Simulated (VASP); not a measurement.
Write the native input for VASP 6.6.1 that does the following.

| Item | Value |
| --- | --- |
| Task | single point |
| Functional | BLYP |
| Potentials or basis | VASP PAW PBE potentials, release 64 (Cu) |
| Cutoff | 520 eV |
| k mesh | 15 × 15 × 8 |
| Occupations | fermi-dirac, width 0.1 eV |
| Spin | no spin polarisation |
| Dipole correction | no |
| Further INCAR settings | ALGO = Normal; EDIFF = 1e-06; NBANDS = 18 |

The structure of Cu lies in POSCAR:

```
Cu
1.0
   -1.4285144300      1.7352019378      1.2730321456
    1.7352019378     -1.4285144300      1.2730321456
    2.9478532552      2.9478532552     -0.7113334133
Cu
2
Direct
    0.0416600345      0.9583399655      0.0000000000
    0.7083399655      0.2916600345      0.5000000000
```

This cell differs from its parent crystal: volume scaled by 0.96.

The input as run:

INCAR

```
PREC = Accurate ; ENCUT = 520
EDIFF = 1E-6 ; ISMEAR = -1
SIGMA = 0.1 ; LREAL = F
LASPH = T ; NELM = 100
ALGO = Normal ; ISIF = 2
LWAVE = F ; LCHARG = T
GGA = B5 ; ALDAX = 1.0
AGGAX = 1.0 ; AGGAC = 1.0
ALDAC = 0.0 ; LELF = T
LVHAR = T ; NBANDS = 18
```

KPOINTS

```
Automatic mesh
0
Gamma
  15 15 8
```

Potentials or basis: VASP PAW PBE potentials, release 64 (Cu).

The run is started by

```console
$ cat potpaw_PBE.64/Cu/POTCAR > POTCAR
$ mpirun -np 1 vasp_std > vasp.out
```

It gave:

```yaml
Pressure: 5.8 GPa
Band_gap_on_the_k_mesh: zero (band 11 reaches 11.71 eV, above the bottom of band 12 at 5.65 eV)
```

Caveat: the PAW data sets were made with another functional, which shifts forces and pressure a little.

Run time: 2.8 min on 1 thread of AMD EPYC 7R13, with other jobs on the host, peak memory 0.25 GiB.
